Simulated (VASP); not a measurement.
# Ge (I4_1/amd) in VASP: further runs

Ge is run at these levels: LDA; tasks: single point.

Everything below comes from runs of VASP 6.6.1. Logs are shortened: lines on timing, memory, paths and dates and some standing lists are left out, and cuts for length are marked.

### 1 The cell of the first run

The structure is tetragonal, space group I4_1/amd (No. 141). Conventional cell: a = 5.149 Å, b = 5.149 Å, c = 2.795 Å, α = 90.00°, β = 90.00°, γ = 90.00°. Ge (site symmetry -4m2) has 10 Ge at 2.67 to 3.32 Å within 3.5 Å.

### 2 Single point, LDA

Contents of INCAR:

```
SYSTEM = Ge
  ALGO = Normal
  EDIFF = 1E-6
  ENCUT = 520
  ISIF = 2
  ISMEAR = -1
  LASPH = .TRUE.
  LCHARG = .FALSE.
  LREAL = .FALSE.
  LWAVE = .FALSE.
  NBANDS = 21
  NELM = 80
  PREC = Accurate
  SIGMA = 0.02
```

Contents of KPOINTS:

```
k-points
0
G
  9 9 9
  0 0 0
```

Contents of POSCAR:

```
Ge
1.0
   -2.5744900000      2.5744900000      1.3974130000
    2.5744900000     -2.5744900000      1.3974130000
    2.5744900000      2.5744900000     -1.3974130000
Ge
2
Direct
    0.2500000000      0.7500000000      0.5000000000
    0.5000000000      0.5000000000      0.0000000000
```

Potentials or basis: VASP PAW LDA potentials, release 64 (Ge_d).

Run with:

```
$ cat potpaw_LDA.64/Ge_d/POTCAR > POTCAR
$ mpirun -np 1 vasp_std > vasp.out
```

OUTCAR:

```text
SYSTEM = Ge
   EDIFF = 1E-6
   ENCUT = 520
   ISIF = 2
   ISMEAR = -1
   LASPH = .TRUE.
   LREAL = .FALSE.
   NELM = 80
   PREC = Accurate

 ion  position               nearest neighbor table
   1  0.250  0.750  0.500-   2 2.67   2 2.67   2 2.67   2 2.67
   2  0.500  0.500  0.000-   1 2.67   1 2.67   1 2.67   1 2.67

  LATTYP: Found a body centered tetragonal cell.
 ALAT       =     5.1489800000
 C/A-ratio  =     0.5427921647

  Lattice vectors:

 A1 = (  -2.5744900000,   2.5744900000,   1.3974130000)
 A2 = (   2.5744900000,  -2.5744900000,   1.3974130000)
 A3 = (   2.5744900000,   2.5744900000,  -1.3974130000)

Analysis of symmetry for initial positions (statically):
=====================================================================
 Subroutine PRICEL returns:
 Original cell was already a primitive cell.

 Routine SETGRP: Setting up the symmetry group for a
 body centered tetragonal supercell.

 Subroutine GETGRP returns: Found 16 space group operations
 (whereof  8 operations were pure point group operations)
 out of a pool of 16 trial point group operations.

The static configuration has the point symmetry D_2d.
 The point group associated with its full space group is D_4h.

Analysis of symmetry for dynamics (positions and initial velocities):
=====================================================================
 Subroutine PRICEL returns:
 Original cell was already a primitive cell.

 Routine SETGRP: Setting up the symmetry group for a
 body centered tetragonal supercell.

 Subroutine GETGRP returns: Found 16 space group operations
 (whereof  8 operations were pure point group operations)
 out of a pool of 16 trial point group operations.

The dynamic configuration has the point symmetry D_2d.
 The point group associated with its full space group is D_4h.

 Subroutine INISYM returns: Found 16 space group operations
 (whereof  8 operations are pure point group operations),
 and found     1 'primitive' translations

----------------------------------------------------------------------------------------

                                     Primitive cell

  volume of cell :      37.0482

  direct lattice vectors                    reciprocal lattice vectors
    -2.574490000  2.574490000  1.397413000     0.000000000  0.194213223  0.357804028
     2.574490000 -2.574490000  1.397413000     0.194213223  0.000000000  0.357804028
     2.574490000  2.574490000 -1.397413000     0.194213223  0.194213223  0.000000000

  length of vectors
     3.899841101  3.899841101  3.899841101     0.407114847  0.407114847  0.274658974

  position of ions in fractional coordinates (direct lattice)
     0.250000000  0.750000000  0.500000000
     0.500000000  0.500000000  0.000000000

  ion indices of the primitive-cell ions
   primitive index   ion index
                 1           1
                 2           2

----------------------------------------------------------------------------------------

 KPOINTS: k-points

Automatic generation of k-mesh.
 Grid dimensions read from file:
 generate k-points for:    9    9    9

 Generating k-lattice:

  Cartesian coordinates                     Fractional coordinates (reciprocal lattice)
     0.000000000  0.021579247  0.039756003     0.111111111  0.000000000  0.000000000
     0.021579247  0.000000000  0.039756003     0.000000000  0.111111111  0.000000000
     0.021579247  0.021579247  0.000000000     0.000000000  0.000000000  0.111111111

  Length of vectors
     0.045234983  0.045234983  0.030517664

  Shift w.r.t. Gamma in fractional coordinates (k-lattice)
     0.000000000  0.000000000  0.000000000

 Subroutine IBZKPT returns following result:
 ===========================================

 Found     75 irreducible k-points:

 Following reciprocal coordinates:
            Coordinates               Weight
  0.000000  0.000000  0.000000      1.000000
  0.111111 -0.000000  0.000000      8.000000
  0.222222 -0.000000  0.000000      8.000000
  0.333333 -0.000000  0.000000      8.000000
  0.444444 -0.000000  0.000000      8.000000
  0.111111  0.111111  0.000000      8.000000
[... 16 lines left out ...]
 -0.333333  0.333333  0.000000      4.000000
  0.444444  0.444444  0.000000      8.000000
 [... further k-points ...]
   k-points           NKPTS =     75   k-points in BZ     NKDIM =     75   number of bands    NBANDS=     21
   number of dos      NEDOS =    301   number of ions     NIONS =      2
   total plane-waves  NPLWV =  27000
   dimension x,y,z NGX =    30 NGY =   30 NGZ =   30
   dimension x,y,z NGXF=    60 NGYF=   60 NGZF=   60
   ions per type =               2
   NGX,Y,Z   is equivalent  to a cutoff of  12.79, 12.79, 12.79 a.u.
   NGXF,Y,Z  is equivalent  to a cutoff of  25.58, 25.58, 25.58 a.u.
 SYSTEM =  Ge
   PREC   = accura    normal or accurate (medium, high low for compatibility)
   ISTART =      0    job   : 0-new  1-cont  2-samecut
   ICHARG =      2    charge: 1-file 2-atom 10-const
   ISPIN  =      1    spin polarized calculation?
   LNONCOLLINEAR =      F non collinear calculations
   LSORBIT =      F    spin-orbit coupling
   LASPH  =      T    aspherical Exc in radial PAW
   ENCUT  =  520.0 eV  38.22 Ry    6.18 a.u.   7.25  7.25  7.25*2*pi/ulx,y,z
   NELM   =     80;   NELMIN=  2; NELMDL= -5     # of ELM steps
   EDIFF  = 0.1E-05   stopping-criterion for ELM
   LREAL  =      F    real-space projection
   EDIFFG = 0.1E-04   stopping-criterion for IOM
   NSW    =      0    number of steps for IOM
   IBRION =     -1    ionic relax: 0-MD 1-quasi-New 2-CG
   NFREE  =      0    steps in history (QN), initial steepest desc. (CG)
   ISIF   =      2    stress and relaxation
   ISYM   =      2    0-nonsym 1-usesym 2-fastsym
   POTIM  = 0.5000    time-step for ionic-motion
   TEBEG  =    0.0;   TEEND  =   0.0 temperature during run
   PSTRESS=    0.0 pullay stress
   NELECT =      28.0000    total number of electrons
   NUPDOWN=      -1.0000    fix difference up-down
   EMIN   =  10.00;   EMAX   =-10.00  energy-range for DOS
   EFERMI =   0.00;   METHOD = LEGACY
   ISMEAR =    -1;   SIGMA  =   0.02  broadening in eV -4-tet -1-fermi 0-gaus
   EFERMI_NEDOS =   21; number of points for ismear=-14 and -15
   IALGO  =     38    algorithm
   IMIX   =      4    mixing-type and parameters
     AMIX     =   0.40;   BMIX     =  1.00
     AMIX_MAG =   1.60;   BMIX_MAG =  1.00
  volume/ion in A,a.u.               =      18.52       125.01
  Fermi-wavevector in a.u.,A,eV,Ry     =   1.491209  2.817976 30.255324  2.223704
  Thomas-Fermi vector in A             =   2.603893
   LORBIT       =      0    0 simple, 1 ext, 2 COOP (PROOUT), +10 PAW based schemes
   GGA     = CA    functional components
   LHFCALC =     F    Hartree Fock is set to
   AEXX    =    0.0000 exact exchange contribution
   IVDW    =     0    specifies the selected vdW correction
   LEPSILON=     F    determine dielectric tensor
   LRPA    =     F    only Hartree local field effects (RPA)
 non-spin polarized calculation
  energy-cutoff  :      520.00
  volume of cell :       37.05
 maximum number of plane-waves:      1021
 NGX is ok and might be reduce to    30
   NGX = 15   NGY = 15   NGZ = 15

 number of electron      28.0000028 magnetization

 Free energy of the ion-electron system (eV)
  ---------------------------------------------------
  ext. energy  EPLUGINS =         0.00000000
  ---------------------------------------------------
  free energy    TOTEN  =       -10.00866165 eV

  energy without entropy =      -10.00736130  energy(sigma->0) =      -10.00801147

 E-fermi :   6.5285     XC(G=0): -11.6057

 val. band max:        6.5280808922   @ k =   0.2222   0.1111   0.0000
 cond. band min:       6.5323701698   @ k =  -0.4444   0.4444   0.0000
 fundamental gap:      0.0042892776
 Fermi energy:         6.5285175945

 k-point     1 :       0.0000    0.0000    0.0000
  band No.  band energies     occupation
      1     -18.3137      2.00000
      2     -18.2695      2.00000
      3     -18.2375      2.00000
      4     -18.2371      2.00000
      5     -18.1315      2.00000
      6     -18.1315      2.00000
[... 13 lines left out ...]
     20      18.1473      0.00000
     21      19.1335      0.00000

 k-point     2 :       0.1111   -0.0000    0.0000
  band No.  band energies     occupation
      1     -18.3089      2.00000
      2     -18.2534      2.00000
      3     -18.2313      2.00000
      4     -18.2179      2.00000
      5     -18.1434      2.00000
      6     -18.1407      2.00000
[... 13 lines left out ...]
     20      17.7476      0.00000
     21      18.2392      0.00000

 k-point     3 :       0.2222   -0.0000    0.0000
  band No.  band energies     occupation
      1     -18.2949      2.00000
      2     -18.2190      2.00000
      3     -18.2159      2.00000
      4     -18.1863      2.00000
      5     -18.1657      2.00000
      6     -18.1414      2.00000
[... 13 lines left out ...]
     20      15.8046      0.00000
     21      17.1851      0.00000

 k-point     4 :       0.3333   -0.0000    0.0000
  band No.  band energies     occupation
      1     -18.2797      2.00000
      2     -18.2079      2.00000
      3     -18.2023      2.00000
      4     -18.1946      2.00000
      5     -18.1768      2.00000
      6     -18.1531      2.00000
[... 13 lines left out ...]
     20      14.6881      0.00000
     21      18.1012      0.00000

 k-point     5 :       0.4444   -0.0000    0.0000
  band No.  band energies     occupation
      1     -18.2694      2.00000
      2     -18.2213      2.00000
      3     -18.2172      2.00000
      4     -18.1916      2.00000
      5     -18.1660      2.00000
      6     -18.1635      2.00000
[... 13 lines left out ...]
     20      17.7159      0.00000
     21      18.9980      0.00000

 k-point     6 :       0.1111    0.1111    0.0000
  band No.  band energies     occupation
      1     -18.2998      2.00000
      2     -18.2201      2.00000
      3     -18.2163      2.00000
      4     -18.1783      2.00000
      5     -18.1619      2.00000
      6     -18.1550      2.00000
[... 13 lines left out ...]
     20      15.8948      0.00000
     21      16.4005      0.00000

 k-point     7 :       0.2222    0.1111    0.0000
  band No.  band energies     occupation
      1     -18.2866      2.00000
      2     -18.2097      2.00000
      3     -18.2035      2.00000
      4     -18.1780      2.00000
      5     -18.1747      2.00000
      6     -18.1583      2.00000
[... 13 lines left out ...]
     20      14.9576      0.00000
     21      16.7572      0.00000
[... 291 lines left out ...]
      1     -18.2581      2.00000
      2     -18.2267      2.00000
      3     -18.2045      2.00000
      4     -18.1910      2.00000
      5     -18.1587      2.00000
      6     -18.1233      2.00000
[... 13 lines left out ...]
     20      16.6559      0.00000
     21      19.3524      0.00000

 k-point    21 :       0.4444    0.3333    0.0000
  band No.  band energies     occupation
      1     -18.2455      2.00000
      2     -18.2286      2.00000
      3     -18.2202      2.00000
      4     -18.1970      2.00000
      5     -18.1580      2.00000
      6     -18.1295      2.00000
[... 13 lines left out ...]
     20      19.5044      0.00000
     21      19.9443      0.00000

 k-point    22 :      -0.4444    0.3333   -0.0000
  band No.  band energies     occupation
      1     -18.2611      2.00000
      2     -18.2501      2.00000
      3     -18.2429      2.00000
      4     -18.1797      2.00000
      5     -18.1736      2.00000
      6     -18.1264      2.00000
[... 13 lines left out ...]
     20      19.9163      0.00000
     21      20.9382      0.00000

 k-point    23 :      -0.3333    0.3333    0.0000
  band No.  band energies     occupation
      1     -18.2750      2.00000
      2     -18.2607      2.00000
      3     -18.2591      2.00000
      4     -18.1901      2.00000
      5     -18.1619      2.00000
      6     -18.1197      2.00000
[... 13 lines left out ...]
     20      18.2752      0.00000
     21      18.4889      0.00000

 k-point    24 :       0.4444    0.4444    0.0000
  band No.  band energies     occupation
      1     -18.2581      2.00000
      2     -18.2571      2.00000
      3     -18.2108      2.00000
      4     -18.2095      2.00000
      5     -18.1481      2.00000
      6     -18.1434      2.00000
[... 13 lines left out ...]
     20      19.7817      0.00000
     21      20.3484      0.00000

 [... further k-points ...]
[... 5 lines left out ...]
  --------------------------------------------------------------------------------------
  -------------------------------------------------------------------------------------
  Total       -0.6737875     -0.6737875     -0.4527830      0.0000000      0.0000000      0.0000000
  in kB      -29.1384450    -29.1384450    -19.5809387      0.0000000      0.0000000      0.0000000
  external PRESSURE =     -25.9526096 kB  Pullay stress =       0.0000000 kB

 VOLUME and BASIS-vectors are now :
 -----------------------------------------------------------------------------
  energy-cutoff  :      520.00
  volume of cell :       37.05
      direct lattice vectors                 reciprocal lattice vectors
    -2.574490000  2.574490000  1.397413000     0.000000000  0.194213223  0.357804028
     2.574490000 -2.574490000  1.397413000     0.194213223  0.000000000  0.357804028
     2.574490000  2.574490000 -1.397413000     0.194213223  0.194213223  0.000000000

 POSITION                                       TOTAL-FORCE (eV/Angst)
 -----------------------------------------------------------------------------------
      2.57449      0.00000      0.69871        -0.000000      0.000000     -0.000000
      0.00000      0.00000      1.39741         0.000000     -0.000000      0.000000
 -----------------------------------------------------------------------------------
    total drift:                                0.000000     -0.000000      0.000000

  FREE ENERGIE OF THE ION-ELECTRON SYSTEM (eV)
  ---------------------------------------------------
  free  energy   TOTEN  =       -10.0086616467 eV

  energy  without entropy=      -10.0073612985  energy(sigma->0) =      -10.00801147
```

Wall time 44 s (1 thread of Intel Xeon 6975P-C, shared host); peak memory 0.17 GiB.

Results:

```
Free energy            : -10.0087 eV
Pressure               : -2.6 GPa
Band gap on the k mesh : zero (band 14 reaches 7.95 eV, above the bottom of band 15 at 3.05 eV)
```

Stress tensor (GPa, compression positive):
```
-2.91  0.00  0.00
 0.00 -2.91  0.00
 0.00  0.00 -1.96
```

Levels at points of the mesh, in eV from the Fermi level:
```csv
k point,band 10,band 11,band 12,band 13,band 14,band 15,band 16,band 17,band 18,band 19
"(0.00, 0.00, 0.00)",-24.53,-13.31,-4.16,-2.33,-2.33,3.36,7.51,7.51,8.06,8.24
```

### 3 Single point, LDA

Contents of INCAR:

```
PREC = Accurate
ENCUT = 520
EDIFF = 1E-6
ISMEAR = -1
SIGMA = 0.02
LREAL = F
LASPH = T
NELM = 60
ALGO = Normal
ISIF = 2
LWAVE = F
LCHARG = F
NBANDS = 21
```

Contents of KPOINTS:

```
regular mesh
0
Gamma
  9 9 9
```

POSCAR is that of step 2.

Potentials or basis: VASP PAW LDA potentials, release 64 (Ge_d).

Run with:

```
$ cat potpaw_LDA.64/Ge_d/POTCAR > POTCAR
$ mpirun -np 1 vasp_std > vasp.out
```

It took 38 s on 1 thread of Intel Xeon 6975P-C, shared host; peak memory 0.18 GiB.

It converged, with:

- Free energy: -10.0087 eV
- Pressure: -2.6 GPa
- Band gap on the k mesh: zero (band 14 reaches 7.95 eV, above the bottom of band 15 at 3.05 eV)

Stress tensor (GPa, compression positive):
```
-2.91  0.00  0.00
 0.00 -2.91  0.00
 0.00  0.00 -1.96
```

Levels at points of the mesh, in eV from the Fermi level:
```
           k point  band 11  band 12  band 13  band 14  band 15  band 16  band 17  band 18
(0.00, 0.00, 0.00)   -13.31    -4.16    -2.33    -2.33     3.36     7.51     7.51     8.06
```

### 4 Single point, LDA

Contents of INCAR:

```
SYSTEM = Ge
PREC = Accurate
ENCUT = 520
EDIFF = 1E-6
ISMEAR = -1
SIGMA = 0.02
LREAL = .FALSE.
LASPH = .TRUE.
NELM = 80
ALGO = Normal
ISIF = 2
LWAVE = .FALSE.
LCHARG = .TRUE.
GGA = CA
LELF = .TRUE.
LVHAR = .TRUE.
NBANDS = 21
```

Contents of KPOINTS:

```
regular mesh
0
G
  9 9 9
  0 0 0
```

POSCAR is that of step 3.

Run with:

```
$ cat potpaw_LDA.64/Ge_d/POTCAR > POTCAR
$ mpirun -np 1 vasp_std > vasp.out
```

Wall time 42 s (1 thread of Intel Xeon 6975P-C, shared host); peak memory 0.18 GiB.

The run converged. Its results:

```yaml
Free_energy: -10.0087 eV
Pressure: -2.6 GPa
Band_gap_on_the_k_mesh: zero (band 14 reaches 7.95 eV, above the bottom of band 15 at 3.05 eV)
```

Stress tensor (GPa, compression positive):
```
-2.91  0.00  0.00
 0.00 -2.91  0.00
 0.00  0.00 -1.96
```

Levels at points of the mesh, in eV from the Fermi level:
```csv
k point,band 11,band 12,band 13,band 14,band 15,band 16,band 17,band 18
"(0.00, 0.00, 0.00)",-13.31,-4.16,-2.33,-2.33,3.36,7.51,7.51,8.06
```
